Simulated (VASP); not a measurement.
# Cd (Im-3m) in VASP: a series of runs

The runs below take Cd through single point, relaxation of cell and atoms, with LDA, r2SCAN.

All numbers are computed with VASP 6.6.1; they aren't measurements. Logs are shortened: lines on timing, memory, paths and dates and some standing lists are left out, and cuts for length are marked.

### 1 The cell of the first run

It takes space group Im-3m (No. 229, cubic). Conventional cell: a = 3.522 Å, b = 3.522 Å, c = 3.522 Å, α = 90.00°, β = 90.00°, γ = 90.00°. Cd (site symmetry m-3m) has 14 Cd at 3.05 to 3.52 Å within 4.0 Å.

This isn't the form of Cd at room conditions, which is hcp.

### 2 Single point, LDA

Input file INCAR:

```
SYSTEM = Cd
  ALGO = Normal
  EDIFF = 1E-6
  ENCUT = 520
  GGA = CA
  ISIF = 2
  ISMEAR = 0
  LASPH = .TRUE.
  LCHARG = .TRUE.
  LELF = .TRUE.
  LREAL = .FALSE.
  LVHAR = .TRUE.
  LWAVE = .FALSE.
  NBANDS = 12
  NELM = 80
  PREC = Accurate
  SIGMA = 0.05
```

Input file KPOINTS:

```
k-points
0
G
  10 10 10
  0 0 0
```

Input file POSCAR:

```
Cd
1.0
   -1.7612096952      1.7612096952      1.7612096952
    1.7612096952     -1.7612096952      1.7612096952
    1.7612096952      1.7612096952     -1.7612096952
Cd
1
Direct
    0.0000000000      0.0000000000      0.0000000000
```

Potentials or basis: VASP PAW LDA potentials, release 64 (Cd).

Started as:

```bash
> cat potpaw_LDA.64/Cd/POTCAR > POTCAR
> mpirun -np 1 vasp_std > vasp.out
```

OUTCAR:

```text
SYSTEM = Cd
   EDIFF = 1E-6
   ENCUT = 520
   GGA = CA
   ISIF = 2
   ISMEAR = 0
   LASPH = .TRUE.
   LREAL = .FALSE.
   NELM = 80
   PREC = Accurate

 ion  position               nearest neighbor table
   1  0.000  0.000  0.000-

  LATTYP: Found a body centered cubic cell.
 ALAT       =     3.5224193904

  Lattice vectors:

 A1 = (  -1.7612096952,   1.7612096952,   1.7612096952)
 A2 = (   1.7612096952,  -1.7612096952,   1.7612096952)
 A3 = (   1.7612096952,   1.7612096952,  -1.7612096952)

Analysis of symmetry for initial positions (statically):
=====================================================================
 Subroutine PRICEL returns:
 Original cell was already a primitive cell.

 Routine SETGRP: Setting up the symmetry group for a
 body centered cubic supercell.

 Subroutine GETGRP returns: Found 48 space group operations
 (whereof 48 operations were pure point group operations)
 out of a pool of 48 trial point group operations.

The static configuration has the point symmetry O_h .

Analysis of symmetry for dynamics (positions and initial velocities):
=====================================================================
 Subroutine PRICEL returns:
 Original cell was already a primitive cell.

 Routine SETGRP: Setting up the symmetry group for a
 body centered cubic supercell.

 Subroutine GETGRP returns: Found 48 space group operations
 (whereof 48 operations were pure point group operations)
 out of a pool of 48 trial point group operations.

The dynamic configuration has the point symmetry O_h .

 Subroutine INISYM returns: Found 48 space group operations
 (whereof 48 operations are pure point group operations),
 and found     1 'primitive' translations

----------------------------------------------------------------------------------------

                                     Primitive cell

  volume of cell :      21.8521

  direct lattice vectors                    reciprocal lattice vectors
    -1.761209695  1.761209695  1.761209695     0.000000000  0.283895780  0.283895780
     1.761209695 -1.761209695  1.761209695     0.283895780  0.000000000  0.283895780
     1.761209695  1.761209695 -1.761209695     0.283895780  0.283895780  0.000000000

  length of vectors
     3.050504675  3.050504675  3.050504675     0.401489262  0.401489262  0.401489262

  position of ions in fractional coordinates (direct lattice)
     0.000000000  0.000000000  0.000000000

  ion indices of the primitive-cell ions
   primitive index   ion index
                 1           1

----------------------------------------------------------------------------------------

 KPOINTS: k-points

Automatic generation of k-mesh.
 Grid dimensions read from file:
 generate k-points for:   10   10   10

 Generating k-lattice:

  Cartesian coordinates                     Fractional coordinates (reciprocal lattice)
     0.000000000  0.028389578  0.028389578     0.100000000  0.000000000  0.000000000
     0.028389578  0.000000000  0.028389578     0.000000000  0.100000000  0.000000000
     0.028389578  0.028389578  0.000000000     0.000000000  0.000000000  0.100000000

  Length of vectors
     0.040148926  0.040148926  0.040148926

  Shift w.r.t. Gamma in fractional coordinates (k-lattice)
     0.000000000  0.000000000  0.000000000

 Subroutine IBZKPT returns following result:
 ===========================================

 Found     47 irreducible k-points:

 Following reciprocal coordinates:
            Coordinates               Weight
  0.000000  0.000000  0.000000      1.000000
  0.100000  0.000000  0.000000     12.000000
  0.200000  0.000000  0.000000     12.000000
  0.300000  0.000000  0.000000     12.000000
  0.400000  0.000000  0.000000     12.000000
  0.500000  0.000000  0.000000      6.000000
[... 16 lines left out ...]
  0.300000  0.300000  0.100000      8.000000
 -0.300000  0.300000  0.100000     24.000000
 [... further k-points ...]
   k-points           NKPTS =     47   k-points in BZ     NKDIM =     47   number of bands    NBANDS=     12
   number of dos      NEDOS =    301   number of ions     NIONS =      1
   total plane-waves  NPLWV =  13824
   dimension x,y,z NGX =    24 NGY =   24 NGZ =   24
   dimension x,y,z NGXF=    48 NGYF=   48 NGZF=   48
   ions per type =               1
   NGX,Y,Z   is equivalent  to a cutoff of  13.08, 13.08, 13.08 a.u.
   NGXF,Y,Z  is equivalent  to a cutoff of  26.16, 26.16, 26.16 a.u.
 SYSTEM =  Cd
   PREC   = accura    normal or accurate (medium, high low for compatibility)
   ISTART =      0    job   : 0-new  1-cont  2-samecut
   ICHARG =      2    charge: 1-file 2-atom 10-const
   ISPIN  =      1    spin polarized calculation?
   LNONCOLLINEAR =      F non collinear calculations
   LSORBIT =      F    spin-orbit coupling
   LASPH  =      T    aspherical Exc in radial PAW
   ENCUT  =  520.0 eV  38.22 Ry    6.18 a.u.   5.67  5.67  5.67*2*pi/ulx,y,z
   NELM   =     80;   NELMIN=  2; NELMDL= -5     # of ELM steps
   EDIFF  = 0.1E-05   stopping-criterion for ELM
   LREAL  =      F    real-space projection
   EDIFFG = 0.1E-04   stopping-criterion for IOM
   NSW    =      0    number of steps for IOM
   IBRION =     -1    ionic relax: 0-MD 1-quasi-New 2-CG
   NFREE  =      0    steps in history (QN), initial steepest desc. (CG)
   ISIF   =      2    stress and relaxation
   ISYM   =      2    0-nonsym 1-usesym 2-fastsym
   POTIM  = 0.5000    time-step for ionic-motion
   TEBEG  =    0.0;   TEEND  =   0.0 temperature during run
   PSTRESS=    0.0 pullay stress
   NELECT =      12.0000    total number of electrons
   NUPDOWN=      -1.0000    fix difference up-down
   EMIN   =  10.00;   EMAX   =-10.00  energy-range for DOS
   EFERMI =   0.00;   METHOD = LEGACY
   ISMEAR =     0;   SIGMA  =   0.05  broadening in eV -4-tet -1-fermi 0-gaus
   EFERMI_NEDOS =   21; number of points for ismear=-14 and -15
   IALGO  =     38    algorithm
   IMIX   =      4    mixing-type and parameters
     AMIX     =   0.40;   BMIX     =  1.00
     AMIX_MAG =   1.60;   BMIX_MAG =  1.00
  volume/ion in A,a.u.               =      21.85       147.47
  Fermi-wavevector in a.u.,A,eV,Ry     =   1.340615  2.533396 24.453064  1.797249
  Thomas-Fermi vector in A             =   2.468914
   LORBIT       =      0    0 simple, 1 ext, 2 COOP (PROOUT), +10 PAW based schemes
   GGA     = CA    functional components
   LHFCALC =     F    Hartree Fock is set to
   AEXX    =    0.0000 exact exchange contribution
   IVDW    =     0    specifies the selected vdW correction
   LEPSILON=     F    determine dielectric tensor
   LRPA    =     F    only Hartree local field effects (RPA)
 non-spin polarized calculation
 Gauss-broadening in eV      SIGMA  =   0.05
  energy-cutoff  :      520.00
  volume of cell :       21.85
 maximum number of plane-waves:       603
   NGX = 11   NGY = 11   NGZ = 11

 number of electron      11.9999995 magnetization

 Free energy of the ion-electron system (eV)
  ---------------------------------------------------
  ext. energy  EPLUGINS =         0.00000000
  ---------------------------------------------------
  free energy    TOTEN  =        -1.42415577 eV

  energy without entropy =       -1.42295542  energy(sigma->0) =       -1.42355560

 E-fermi :   2.7663     XC(G=0): -11.3216

 val. band max:        2.7500378807   @ k =  -0.4000  -0.4000   0.1000
 cond. band min:       2.8616903382   @ k =   0.4000   0.1000   0.0000
 fundamental gap:      0.1116524575
 Fermi energy:         2.7662924055

 k-point     1 :       0.0000    0.0000    0.0000
  band No.  band energies     occupation
      1      -6.5803      2.00000
      2      -6.5803      2.00000
      3      -6.5803      2.00000
      4      -6.2297      2.00000
      5      -5.9167      2.00000
      6      -5.9167      2.00000
      7      18.2383      0.00000
      8      18.2383      0.00000
      9      18.2383      0.00000
     10      18.8590      0.00000
     11      18.8590      0.00000
     12      18.8590      0.00000

 k-point     2 :       0.1000    0.0000    0.0000
  band No.  band energies     occupation
      1      -6.6130      2.00000
      2      -6.5807      2.00000
      3      -6.4846      2.00000
      4      -5.9895      2.00000
      5      -5.9153      2.00000
      6      -5.9054      2.00000
      7      15.6013      0.00000
      8      17.2081      0.00000
      9      17.4648      0.00000
     10      17.9019      0.00000
     11      18.1596      0.00000
     12      18.8072      0.00000

 k-point     3 :       0.2000    0.0000    0.0000
  band No.  band energies     occupation
      1      -6.6977      2.00000
      2      -6.6506      2.00000
      3      -6.2250      2.00000
      4      -6.0122      2.00000
      5      -5.9105      2.00000
      6      -5.0418      2.00000
      7      11.5486      0.00000
      8      15.3620      0.00000
      9      15.3704      0.00000
     10      17.3088      0.00000
     11      17.5944      0.00000
     12      19.7706      0.00000
[... 286 lines left out ...]
 k-point    23 :       0.3000    0.3000    0.1000
  band No.  band energies     occupation
      1      -6.8457      2.00000
      2      -6.3741      2.00000
      3      -6.3741      2.00000
      4      -5.8836      2.00000
      5      -5.8836      2.00000
      6       3.1659      0.00000
      7       3.8355      0.00000
      8       3.8355      0.00000
      9       8.9371      0.00000
     10      22.7795      0.00000
     11      22.7795      0.00000
     12      25.8280      0.00000

 k-point    24 :      -0.3000    0.3000    0.1000
  band No.  band energies     occupation
      1      -6.7167      2.00000
      2      -6.6984      2.00000
      3      -6.1301      2.00000
      4      -5.9756      2.00000
      5      -5.9003      2.00000
      6      -3.2484      2.00000
      7       7.9296      0.00000
      8      12.3396      0.00000
      9      13.1544      0.00000
     10      17.3602      0.00000
     11      18.3461      0.00000
     12      19.3166      0.00000

 [... further k-points ...]

------------------------ aborting loop because EDIFF is reached ----------------------------------------

  FORCE on cell =-STRESS in cart. coord.  units (eV):
  Direction    XX          YY          ZZ          XY          YZ          ZX
  --------------------------------------------------------------------------------------
  -------------------------------------------------------------------------------------
  Total       -0.4952756     -0.4952756     -0.4952756     -0.0000000      0.0000000     -0.0000000
  in kB      -36.3131843    -36.3131843    -36.3131843     -0.0000000      0.0000000     -0.0000000
  external PRESSURE =     -36.3131843 kB  Pullay stress =       0.0000000 kB

 VOLUME and BASIS-vectors are now :
 -----------------------------------------------------------------------------
  energy-cutoff  :      520.00
  volume of cell :       21.85
      direct lattice vectors                 reciprocal lattice vectors
    -1.761209695  1.761209695  1.761209695     0.000000000  0.283895780  0.283895780
     1.761209695 -1.761209695  1.761209695     0.283895780  0.000000000  0.283895780
     1.761209695  1.761209695 -1.761209695     0.283895780  0.283895780  0.000000000

 POSITION                                       TOTAL-FORCE (eV/Angst)
 -----------------------------------------------------------------------------------
      0.00000      0.00000      0.00000         0.000000      0.000000     -0.000000
 -----------------------------------------------------------------------------------
    total drift:                               -0.000000      0.000000      0.000000

  FREE ENERGIE OF THE ION-ELECTRON SYSTEM (eV)
  ---------------------------------------------------
  free  energy   TOTEN  =        -1.4241557749 eV

  energy  without entropy=       -1.4229554180  energy(sigma->0) =       -1.42355560
```

It took 6.8 s on 1 thread of Intel Xeon Platinum 8259CL at 2.50GHz (Skylake/Cascade Lake), shared host; peak memory 0.13 GiB.

Results:

```
Free energy            : -1.4242 eV
Pressure               : -3.6 GPa
Band gap on the k mesh : zero (bands 6 and 7 overlap by 4.34 eV)
```

Caveat: the cell stands under tension.

### 3 Single point, r2SCAN

POSCAR is that of step 2.

Input file INCAR.step1:

```
SYSTEM = Cd
PREC = Accurate ; ENCUT = 520
ISMEAR = 0 ; SIGMA = 0.05
LREAL = .FALSE. ; LASPH = .TRUE.
NELM = 80 ; NBANDS = 12
GGA = PE ; ALGO = Normal
EDIFF = 1E-4 ; LWAVE = .TRUE.
LCHARG = .FALSE.
```

Input file INCAR.step2:

```
SYSTEM = Cd
PREC = Accurate ; ENCUT = 520
EDIFF = 1E-6 ; ISMEAR = 0
SIGMA = 0.05 ; LREAL = .FALSE.
LASPH = .TRUE. ; NELM = 80
ALGO = Normal ; ISIF = 2
LWAVE = .FALSE. ; LCHARG = .FALSE.
METAGGA = R2SCAN ; LMIXTAU = .TRUE.
NBANDS = 12 ; ISTART = 1
```

Input file KPOINTS:

```
Automatic mesh
0
G
  8 8 8
  0 0 0
```

Potentials or basis: VASP PAW PBE potentials, release 64 (Cd).

Started as:

```bash
> cat potpaw_PBE.64/Cd/POTCAR > POTCAR
> cp INCAR.step1 INCAR
> mpirun -np 1 vasp_std > vasp.out
> cp INCAR.step2 INCAR
> mpirun -np 1 vasp_std > vasp.out
```

It took 19 s on 1 thread of Intel Xeon Platinum 8259CL at 2.50GHz (Skylake/Cascade Lake), shared host; peak memory 0.14 GiB.

The run converged. Its results:

```yaml
Free_energy: -19.9967 eV
Pressure: 0.3 GPa
Band_gap_on_the_k_mesh: zero (bands 6 and 7 overlap by 4.53 eV)
```

Levels at points of the mesh, in eV from the Fermi level:
```csv
k point,band 2,band 3,band 4,band 5,band 6,band 7,band 8,band 9,band 10,band 11
"(0.00, 0.00, 0.00)",-9.71,-9.71,-9.17,-9.04,-9.04,16.28,16.28,16.28,17.33,17.33
"(0.50, 0.00, 0.00)",-10.05,-9.08,-9.01,-8.59,-2.22,-0.83,10.00,10.61,14.23,15.00
"(0.50, 0.50, 0.50)",-10.23,-8.70,-8.70,-8.70,3.69,3.69,3.69,6.37,8.30,8.30
```

Caveat: the PAW data sets were made with another functional, which shifts forces and pressure a little.

### 4 Relaxation of cell and atoms, r2SCAN

This run uses another cell than the first one, of 22.72 Å³/atom.

Input file POSCAR:

```
Cd
1.0
   -1.7843200000      1.7843200000      1.7843200000
    1.7843200000     -1.7843200000      1.7843200000
    1.7843200000      1.7843200000     -1.7843200000
Cd
1
Direct
    0.0000000000      0.0000000000      0.0000000000
```

Input file INCAR.step1:

```
ALGO = Normal
EDIFF = 1E-4
ENCUT = 600
GGA = PE
ISMEAR = 0
LASPH = T
LCHARG = F
LREAL = F
LWAVE = T
NELM = 100
PREC = Accurate
SIGMA = 0.05
```

Input file INCAR.step2:

```
ALGO = Normal
EDIFF = 1E-6
EDIFFG = -0.01
ENCUT = 600
IBRION = 2
ISIF = 3
ISMEAR = 0
ISTART = 1
LASPH = T
LCHARG = F
LMIXTAU = T
LREAL = F
LWAVE = F
METAGGA = R2SCAN
NELM = 100
NSW = 60
PREC = Accurate
SIGMA = 0.05
```

Input file KPOINTS:

```
k-points
0
Gamma
  8 8 8
```

Started as:

```bash
> cat potpaw_PBE.64/Cd/POTCAR > POTCAR
> cp INCAR.step1 INCAR
> mpirun -np 1 vasp_std > vasp.out
> cp INCAR.step2 INCAR
> mpirun -np 1 vasp_std > vasp.out
```

It took 99 s on 1 thread of Intel Xeon Platinum 8259CL at 2.50GHz (Skylake/Cascade Lake), shared host; peak memory 0.17 GiB.

The run converged. Its results:

| Property | Result |
| --- | --- |
| Free energy | -19.9977 eV |
| Relaxed volume | 21.95 Å³/atom |
| Relaxed cell | a = 3.055 Å, b = 3.055 Å, c = 3.055 Å, α = 109.47°, β = 109.47°, γ = 109.47° |
| Space group after relaxing (to 0.1 Å) | Im-3m (No. 229) |
| Energy gained by relaxing | 4.4 meV/atom |
| Ionic steps | 3 |
| Pressure after relaxing | 0.0 GPa |
| Band gap on the k mesh | zero (bands 6 and 7 overlap by 4.53 eV) |

The path:
```csv
step,energy change (eV),largest force (eV/Å),pressure (GPa),volume (Å³)
1,0.0000,0.0000,-1.79,22.72
2,-0.0044,0.0000,0.12,21.90
3,-0.0044,0.0000,-0.01,21.95
```

Final structure:
```xyz
1
Lattice="-1.7638 1.7638 1.7638 1.7638 -1.7638 1.7638 1.7638 1.7638 -1.7638" Properties=species:S:1:pos:R:3 pbc="T T T"
Cd    0.0000    0.0000    0.0000
```

Levels at points of the mesh, in eV from the Fermi level:
```csv
k point,band 4,band 5,band 6,band 7,band 8,band 9
"(0.00, 0.00, 0.00)",-9.13,-9.03,-9.03,16.27,16.27,16.27
"(0.50, 0.00, 0.00)",-9.00,-8.59,-2.19,-0.84,9.98,10.60
"(0.50, 0.50, 0.50)",-8.69,-8.69,3.70,3.70,3.70,6.33
```

Caveat: the PAW data sets were made with another functional, which shifts forces and pressure a little.

### 5 Summary

| task | level | potentials or basis | cell | k mesh | cutoff (eV) | gap on the mesh (eV) | pressure (GPa) |
| --- | --- | --- | --- | --- | --- | --- | --- |
| single point | LDA | VASP PAW LDA potentials, release 64 (Cd) | a = 3.051 Å, angles 109.5°, 1 atom | 10 × 10 × 10 | 520 | none | -3.6 |
| single point | r2SCAN | VASP PAW PBE potentials, release 64 (Cd) | a = 3.051 Å, angles 109.5°, 1 atom | 8 × 8 × 8 | 520 | none | 0.3 |
| relaxation of cell and atoms | r2SCAN | VASP PAW PBE potentials, release 64 (Cd) | relaxed from a = 3.091 Å, angles 109.5°, 1 atom | 8 × 8 × 8 | 600 | none | 0.0 |

Alike in all rows: no spin polarisation; smearing gaussian 0.05 eV.

Caveats: the PAW data sets were made with another functional, which shifts forces and pressure a little (at least some runs); the cell stands under tension (at least some runs).

Total energies depend on the potentials used, so only differences within one code and one set of settings carry meaning.

The gap in the log of VASP goes by the Fermi energy; the results here count the filled bands.